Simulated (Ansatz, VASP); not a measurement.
# Si7Ge in VASP and in Ansatz

The input POSCAR:

```
Si7Ge
1.0
    5.4679684317      0.0000000000      0.0000000000
    0.0000000000      5.0578707993      0.0000000000
    0.0000000000      0.0000000000      5.4679684317
Si Ge
7 1
Direct
    0.2524307582      0.2524307582      0.2524307582
    0.0000000000      0.5000000000      0.5000000000
    0.5000000000      0.5000000000      0.0000000000
    0.5000000000      0.0000000000      0.5000000000
    0.7475692418      0.2524307582      0.7475692418
    0.7475692418      0.7475692418      0.2524307582
    0.2524307582      0.7475692418      0.7475692418
    0.0000000000      0.0000000000      0.0000000000
```

Contents of INCAR.step1:

```
SYSTEM = Si7Ge
PREC = Accurate ; ENCUT = 520
ISMEAR = 0 ; SIGMA = 0.05
LREAL = .FALSE. ; LASPH = .TRUE.
NELM = 80 ; NBANDS = 31
GGA = PE ; ALGO = Normal
EDIFF = 1E-4 ; LWAVE = .TRUE.
LCHARG = .FALSE.
```

Contents of INCAR.step2:

```
SYSTEM = Si7Ge
PREC = Accurate ; ENCUT = 520
EDIFF = 1E-6 ; ISMEAR = 0
SIGMA = 0.05 ; LREAL = .FALSE.
LASPH = .TRUE. ; NELM = 80
ALGO = Normal ; ISIF = 2
LWAVE = .FALSE. ; LCHARG = .FALSE.
METAGGA = R2SCAN ; LMIXTAU = .TRUE.
NBANDS = 31 ; ISTART = 1
```

File KPOINTS:

```
regular mesh
0
G
  6 6 6
  0 0 0
```

Input for Ansatz:

```yaml
crystal:
  lattice:
    - [5.4679684317, 0.0, 0.0]
    - [0.0, 5.0578707993, 0.0]
    - [0.0, 0.0, 5.4679684317]
  atoms:
    - { symbol: Si, position: [0.2524307582, 0.2524307582, 0.2524307582] }
    - { symbol: Si, position: [0.0, 0.5, 0.5] }
    - { symbol: Si, position: [0.5, 0.5, 0.0] }
    - { symbol: Si, position: [0.5, 0.0, 0.5] }
    - { symbol: Si, position: [0.7475692418, 0.2524307582, 0.7475692418] }
    - { symbol: Si, position: [0.7475692418, 0.7475692418, 0.2524307582] }
    - { symbol: Si, position: [0.2524307582, 0.7475692418, 0.7475692418] }
    - { symbol: Ge, position: [0.0, 0.0, 0.0] }
basis:
  ecutwfc: 500
kpoints:
  mp_grid: { grid: [6, 6, 6] }
hamiltonian:
  xc: r2scan
scf:
  occupations: { method: gaussian, width: 0.05 }
output:
  forces: true
  stress: true
  eigenvalues: true
```

Change from the starting cell: strain -0.0750 x Voigt [0, 1, 0, 0, 0, 0], atoms carried along.

Alike in both runs: task single point; functional r2SCAN; k mesh 6 × 6 × 6; occupations gaussian, width 0.05 eV; no spin polarisation.

|  | VASP | Ansatz |
| --- | --- | --- |
| version | VASP 6.6.1 | Ansatz 0.2.0 |
| potentials or method | VASP PAW PBE potentials, release 64 (Si, Ge_d), cutoff 520 eV | scalar-relativistic, plane waves, PAW |
| valence electrons in the cell | 42 | 42 |

|  | VASP | Ansatz | Ansatz less VASP |
| --- | --- | --- | --- |
| gap on the k mesh at the Fermi level (eV) | none | none | - |
| pressure (GPa) | 8.2 | 8.4 | +0.21 |
| traceless stress, the component that is largest in VASP (GPa) | 4.60 | 4.57 | -0.031 |
| rms of the force components (eV/Å) | 0.016 | 0.014 | -0.0026 |

VASP's potentials were made for PBE, not for r2SCAN. Atom by atom the forces differ by 0.008 eV/Å (rms over components). A gap of «none» marks a metal or a gap that the smearing closes.
